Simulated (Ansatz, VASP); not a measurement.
# BN in VASP and in Ansatz

```xyz
4
Lattice="2.3694 0.0000 0.0000 -1.1847 2.0519 0.0000 0.0000 0.0000 6.6487" Properties=species:S:1:pos:R:3 pbc="T T T"
B     0.0000    1.3679    1.6622
B     1.1847    0.6840    4.9865
N     0.0000    1.3679    4.9865
N     1.1847    0.6840    1.6622
```

Alike in both runs: task single point; functional LDA; k mesh 12 × 12 × 4; occupations gaussian, width 0.05 eV; no spin polarisation.

|  | VASP | Ansatz |
| --- | --- | --- |
| version | VASP 6.6.1 | Ansatz 0.2.0 |
| potentials or method | VASP PAW LDA potentials, release 64 (B, N), cutoff 520 eV | scalar-relativistic, plane waves, PAW |
| valence electrons in the cell | 16 | 16 |

|  | VASP | Ansatz | Ansatz less VASP |
| --- | --- | --- | --- |
| gap on the k mesh at the Fermi level (eV) | 4.31 | 4.33 | +0.015 |
| least direct gap on the mesh (eV) | 4.90 | 4.90 | +0.006 |

Ansatz warns that its potentials were made for another functional, while VASP's fit it. LDA's correlation is that of Perdew and Zunger in VASP and of Perdew and Wang (1992) in Ansatz.
